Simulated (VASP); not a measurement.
# AlSi16 (a cell with a defect) in VASP: single point with PBEsol

Aim: the single point of AlSi16 (a cell with a defect) with PBEsol.

Program: VASP 6.6.1. These are calculated values, not measurements. Logs are shortened: lines on timing, memory, paths and dates and some standing lists are left out, and cuts for length are marked.

### 1 The cell of the first run

The cell holds a defect, 17 atoms: a = 7.679 Å, b = 7.679 Å, c = 7.679 Å, α = 60.00°, β = 60.00°, γ = 60.00°.

### 2 Single point, PBEsol, collinear spin

The input, INCAR:

```
SYSTEM = AlSi16
PREC = Accurate
ENCUT = 520
EDIFF = 1E-6
ISMEAR = -1
SIGMA = 0.02
LREAL = Auto
LASPH = .TRUE.
NELM = 150
ALGO = Normal
ISIF = 2
LWAVE = .FALSE.
LCHARG = .FALSE.
ISPIN = 2
MAGMOM = 0 0 0 0 0 0 0 0 0 0 0 0 0 0 0 0 1
LORBIT = 11
GGA = PS
NBANDS = 52
```

The input, KPOINTS:

```
Automatic mesh
0
G
  2 2 2
  0 0 0
```

The input, POSCAR:

```
AlSi16
1.0
    0.0000000000      5.4300000000      5.4300000000
    5.4300000000      0.0000000000      5.4300000000
    5.4300000000      5.4300000000      0.0000000000
Si Al
16 1
Direct
    0.0010032447     -0.0010341040      0.0009612135
    0.1234551411      0.1290886698      0.1233970463
    0.0009072145     -0.0012178203      0.4983336016
    0.1376150703      0.1208869928      0.6202765462
   -0.0001943048      0.5001701924     -0.0002473806
    0.1235003072      0.6239220691      0.1234426989
    0.0009953515      0.5015646982      0.4984421006
    0.1234078455      0.6238521101      0.6287018117
    0.4983874795     -0.0012237885      0.0008629070
    0.6203308971      0.1208907792      0.1375472061
    0.4994996293      0.0002494204      0.4994331841
    0.6202324019      0.1206288449      0.6201884607
    0.4984984721      0.5015593758      0.0009485368
    0.6287568862      0.6238533011      0.1233517030
    0.4983722793      0.5014045351      0.4983131602
    0.6203135216      0.6383765260      0.6202632966
    0.7495121629      0.2502879977      0.7494287075
```

Potentials or basis: VASP PAW PBE potentials, release 64 (Si, Al).

Run with:

```sh
$ cat potpaw_PBE.64/Si/POTCAR potpaw_PBE.64/Al/POTCAR > POTCAR
$ mpirun -np 1 vasp_std > vasp.out
```

OUTCAR:

```text
SYSTEM = AlSi16
   PREC = Accurate
   ENCUT = 520
   EDIFF = 1E-6
   ISMEAR = -1
   LREAL = Auto
   LASPH = .TRUE.
   NELM = 150
   ISIF = 2
   ISPIN = 2
   LORBIT = 11
   GGA = PS

 ion  position               nearest neighbor table
   1  0.001  0.999  0.001-   2 2.35   6 2.35  10 2.39   4 2.39  17 2.73
   2  0.123  0.129  0.123-   5 2.33   9 2.35   3 2.35   1 2.35
   3  0.001  0.999  0.498-   8 2.35   2 2.35  12 2.39   4 2.39  17 2.73
   4  0.138  0.121  0.620-  11 2.27   7 2.39   1 2.39   3 2.39  17 2.43
   5  1.000  0.500  1.000-  14 2.33   8 2.33   2 2.33   6 2.33
   6  0.124  0.624  0.123-   5 2.33  13 2.35   7 2.35   1 2.35
   7  0.001  0.502  0.498-   8 2.35   6 2.35   4 2.39  16 2.39  17 2.73
   8  0.123  0.624  0.629-   5 2.33   3 2.35   7 2.35  15 2.35
   9  0.498  0.999  0.001-  14 2.35   2 2.35  12 2.39  10 2.39  17 2.73
  10  0.620  0.121  0.138-  11 2.27  13 2.39   1 2.39   9 2.39  17 2.43
  11  0.499  0.000  0.499-  12 2.27  16 2.27   4 2.27  10 2.27
  12  0.620  0.121  0.620-  11 2.27   9 2.39   3 2.39  15 2.39  17 2.43
  13  0.498  0.502  0.001-  14 2.35   6 2.35  10 2.39  16 2.39  17 2.73
  14  0.629  0.624  0.123-   5 2.33   9 2.35  13 2.35  15 2.35
  15  0.498  0.501  0.498-  14 2.35   8 2.35  12 2.39  16 2.39  17 2.73
  16  0.620  0.638  0.620-  11 2.27   7 2.39  13 2.39  15 2.39  17 2.43
  17  0.750  0.250  0.749-  16 2.43   4 2.43  10 2.43  12 2.43  15 2.73   3 2.73   9 2.73   7 2.73
                            13 2.73   1 2.73

  LATTYP: Found a face centered cubic cell.
 ALAT       =    10.8600000000

  Lattice vectors:

 A1 = (   0.0000000000,   5.4300000000,   5.4300000000)
 A2 = (   5.4300000000,   0.0000000000,   5.4300000000)
 A3 = (   5.4300000000,   5.4300000000,   0.0000000000)

Analysis of symmetry for initial positions (statically):
=====================================================================
 Subroutine PRICEL returns:
 Original cell was already a primitive cell.

 Routine SETGRP: Setting up the symmetry group for a
 face centered cubic supercell.

 Subroutine GETGRP returns: Found  1 space group operations
 (whereof  1 operations were pure point group operations)
 out of a pool of 48 trial point group operations.

The static configuration has the point symmetry C_1 .

Analysis of symmetry for dynamics (positions and initial velocities):
=====================================================================
 Subroutine PRICEL returns:
 Original cell was already a primitive cell.

 Routine SETGRP: Setting up the symmetry group for a
 face centered cubic supercell.

 Subroutine GETGRP returns: Found  1 space group operations
 (whereof  1 operations were pure point group operations)
 out of a pool of 48 trial point group operations.

The dynamic configuration has the point symmetry C_1 .

Analysis of structural, dynamic, and magnetic symmetry:
=====================================================================
 Subroutine PRICEL returns:
 Original cell was already a primitive cell.

 Routine SETGRP: Setting up the symmetry group for a
 face centered cubic supercell.

 Subroutine GETGRP returns: Found  1 space group operations
 (whereof  1 operations were pure point group operations)
 out of a pool of 48 trial point group operations.

The overall configuration has the point symmetry C_1 .

 Subroutine INISYM returns: Found  1 space group operations
 (whereof  1 operations are pure point group operations),
 and found     1 'primitive' translations

----------------------------------------------------------------------------------------

                                     Primitive cell

  volume of cell :     320.2060

  direct lattice vectors                    reciprocal lattice vectors
     0.000000000  5.430000000  5.430000000    -0.092081031  0.092081031  0.092081031
     5.430000000  0.000000000  5.430000000     0.092081031 -0.092081031  0.092081031
     5.430000000  5.430000000  0.000000000     0.092081031  0.092081031 -0.092081031

  length of vectors
[... 78 lines left out ...]
   number of dos      NEDOS =    301   number of ions     NIONS =     17
   total plane-waves  NPLWV = 216000
   dimension x,y,z NGX =    60 NGY =   60 NGZ =   60
   dimension x,y,z NGXF=   120 NGYF=  120 NGZF=  120
   ions per type =              16   1
   NGX,Y,Z   is equivalent  to a cutoff of  12.99, 12.99, 12.99 a.u.
   NGXF,Y,Z  is equivalent  to a cutoff of  25.98, 25.98, 25.98 a.u.
 SYSTEM =  AlSi16
   PREC   = accura    normal or accurate (medium, high low for compatibility)
   ISTART =      0    job   : 0-new  1-cont  2-samecut
   ICHARG =      2    charge: 1-file 2-atom 10-const
   ISPIN  =      2    spin polarized calculation?
   LNONCOLLINEAR =      F non collinear calculations
   LSORBIT =      F    spin-orbit coupling
   LASPH  =      T    aspherical Exc in radial PAW
   ENCUT  =  520.0 eV  38.22 Ry    6.18 a.u.  14.28 14.28 14.28*2*pi/ulx,y,z
   NELM   =    150;   NELMIN=  2; NELMDL= -5     # of ELM steps
   EDIFF  = 0.1E-05   stopping-criterion for ELM
   LREAL  =      T    real-space projection
   EDIFFG = 0.1E-04   stopping-criterion for IOM
   NSW    =      0    number of steps for IOM
   IBRION =     -1    ionic relax: 0-MD 1-quasi-New 2-CG
   NFREE  =      0    steps in history (QN), initial steepest desc. (CG)
   ISIF   =      2    stress and relaxation
   ISYM   =      2    0-nonsym 1-usesym 2-fastsym
   POTIM  = 0.5000    time-step for ionic-motion
   TEBEG  =    0.0;   TEEND  =   0.0 temperature during run
   PSTRESS=    0.0 pullay stress
   NELECT =      67.0000    total number of electrons
   NUPDOWN=      -1.0000    fix difference up-down
   EMIN   =  10.00;   EMAX   =-10.00  energy-range for DOS
   EFERMI =   0.00;   METHOD = LEGACY
   ISMEAR =    -1;   SIGMA  =   0.02  broadening in eV -4-tet -1-fermi 0-gaus
   EFERMI_NEDOS =   21; number of points for ismear=-14 and -15
   IALGO  =     38    algorithm
   IMIX   =      4    mixing-type and parameters
     AMIX     =   0.40;   BMIX     =  1.00
     AMIX_MAG =   1.60;   BMIX_MAG =  1.00
  volume/ion in A,a.u.               =      18.84       127.11
  Fermi-wavevector in a.u.,A,eV,Ry     =   0.971904  1.836632 12.852022  0.944597
  Thomas-Fermi vector in A             =   2.102159
   LORBIT       =     11    0 simple, 1 ext, 2 COOP (PROOUT), +10 PAW based schemes
   GGA     = PS    functional components
   LHFCALC =     F    Hartree Fock is set to
   AEXX    =    0.0000 exact exchange contribution
   IVDW    =     0    specifies the selected vdW correction
   LEPSILON=     F    determine dielectric tensor
   LRPA    =     F    only Hartree local field effects (RPA)
 spin polarized calculation
  energy-cutoff  :      520.00
  volume of cell :      320.21
 maximum number of plane-waves:      8646
 NGX is ok and might be reduce to    60
   NGX = 29   NGY = 29   NGZ = 29

 number of electron      67.0000001 magnetization      -0.0083615

 number of electron      67.0000001 magnetization       0.0076457

 Free energy of the ion-electron system (eV)
  ---------------------------------------------------
  ext. energy  EPLUGINS =         0.00000000
  ---------------------------------------------------
  free energy    TOTEN  =       -92.54622146 eV

  energy without entropy =      -92.53927552  energy(sigma->0) =      -92.54274849

 E-fermi :   6.7525     XC(G=0):  -9.7877

 val. band max:        6.7521175761   @ k =   0.0000   0.0000   0.0000
 cond. band min:       6.7529050599   @ k =   0.0000   0.0000   0.0000
 fundamental gap:      0.0007874838
 Fermi energy:         6.7525204664

 spin component 1

 k-point     1 :       0.0000    0.0000    0.0000
  band No.  band energies     occupation
      1      -6.0732      1.00000
      2      -3.6030      1.00000
      3      -3.5897      1.00000
      4      -3.5891      1.00000
      5      -3.5882      1.00000
      6      -2.4652      1.00000
[... 373 lines left out ...]
     44      10.2431      0.00000
     45      10.3883      0.00000
 Fermi energy:         6.7525204664

 spin component 2

 k-point     1 :       0.0000    0.0000    0.0000
  band No.  band energies     occupation
      1      -6.0728      1.00000
      2      -3.6027      1.00000
      3      -3.5893      1.00000
      4      -3.5888      1.00000
      5      -3.5879      1.00000
      6      -2.4649      1.00000
[... 373 lines left out ...]
     44      10.2440      0.00000
     45      10.3889      0.00000
 [bands above 45 left out]

------------------------ aborting loop because EDIFF is reached ----------------------------------------

  FORCE on cell =-STRESS in cart. coord.  units (eV):
  Direction    XX          YY          ZZ          XY          YZ          ZX
  --------------------------------------------------------------------------------------
  -------------------------------------------------------------------------------------
  Total        7.2353744      7.2304430      7.2361088     -0.0105354     -0.0083222     -0.0127948
  in kB       36.2027957     36.1781207     36.2064702     -0.0527145     -0.0416407     -0.0640200
  external PRESSURE =      36.1957955 kB  Pullay stress =       0.0000000 kB

 VOLUME and BASIS-vectors are now :
 -----------------------------------------------------------------------------
  energy-cutoff  :      520.00
  volume of cell :      320.21
      direct lattice vectors                 reciprocal lattice vectors
     0.000000000  5.430000000  5.430000000    -0.092081031  0.092081031  0.092081031
     5.430000000  0.000000000  5.430000000     0.092081031 -0.092081031  0.092081031
     5.430000000  5.430000000  0.000000000     0.092081031  0.092081031 -0.092081031

 POSITION                                       TOTAL-FORCE (eV/Angst)
 -----------------------------------------------------------------------------------
      5.42960      0.01067      5.42983        -0.002305      0.011386     -0.001732
      1.37100      1.34041      1.37131        -0.005037     -0.002060     -0.005469
      8.12934      2.71088      5.42831        -0.005266      0.003230      0.004687
      4.02452      4.11535      1.40367        -0.000263     -0.001027     -0.001790
      8.14458     10.85760      8.14487         0.002247      0.005405      0.002338
      4.05819      1.34090      4.05850         0.002674      0.001026      0.002380
[... 9 lines left out ...]
      6.83441      6.73633      6.83469        -0.002031     -0.000947     -0.002147
      5.42846      8.13925      5.42891        -0.001690     -0.002665     -0.002358
 -----------------------------------------------------------------------------------
    total drift:                                0.002533     -0.000534      0.001386

  FREE ENERGIE OF THE ION-ELECTRON SYSTEM (eV)
  ---------------------------------------------------
  free  energy   TOTEN  =       -92.5462214625 eV

  energy  without entropy=      -92.5392755200  energy(sigma->0) =      -92.54274849

 total charge

# of ion       s       p       d       tot
------------------------------------------
    1        0.744   0.927   0.000   1.671
    2        0.747   0.946   0.000   1.693
    3        0.744   0.927   0.000   1.671
    4        0.759   0.948   0.000   1.707
    5        0.737   0.968   0.000   1.705
    6        0.747   0.946   0.000   1.693
[... 9 lines left out ...]
   16        0.759   0.948   0.000   1.707
   17        0.505   0.337   0.000   0.842
--------------------------------------------------
tot         12.492  15.433   0.000  27.925

 magnetization (x)

# of ion       s       p       d       tot
------------------------------------------
    1        0.000  -0.000   0.000   0.000
    2       -0.000   0.000   0.000   0.000
    3        0.000  -0.000   0.000   0.000
    4       -0.000   0.000   0.000   0.000
    5       -0.000  -0.000   0.000  -0.000
    6       -0.000   0.000   0.000   0.000
[... 9 lines left out ...]
   16       -0.000   0.000   0.000   0.000
   17       -0.000  -0.000   0.000  -0.000
--------------------------------------------------
tot          0.001   0.000   0.000   0.001
```

Wall time 18 min (1 thread of AMD EPYC 7R13, shared host); peak memory 0.67 GiB.

What came out:

| Quantity | Value |
| --- | --- |
| Free energy | -92.5462 eV |
| Pressure | 3.6 GPa |
| Largest force | 0.012 eV/Å |
| Net moment | 0.01 μB per cell |
| Valence electrons inside the program's atomic spheres | Si 1.67, 1.69, 1.71, 1.75 (each value once); Al 0.84 |

Forces on the atoms (eV/Å):
```
Si  -0.002  0.011 -0.002
Si  -0.005 -0.002 -0.005
Si  -0.005  0.003  0.005
Si   0.000 -0.001 -0.002
Si   0.002  0.005  0.002
Si   0.003  0.001  0.002
Si  -0.003 -0.002  0.009
Si  -0.006 -0.005  0.001
Si   0.005  0.003 -0.005
Si  -0.002 -0.001  0.000
Si   0.000  0.001  0.000
Si   0.004  0.002  0.004
Si   0.008 -0.002 -0.003
Si   0.001 -0.005 -0.006
Si   0.005 -0.005  0.004
Si  -0.002 -0.001 -0.002
Al  -0.002 -0.003 -0.002
```

Caveat: the k points lie up to 0.50 Å⁻¹ apart; the PAW data sets were made with another functional, which shifts forces and pressure a little.
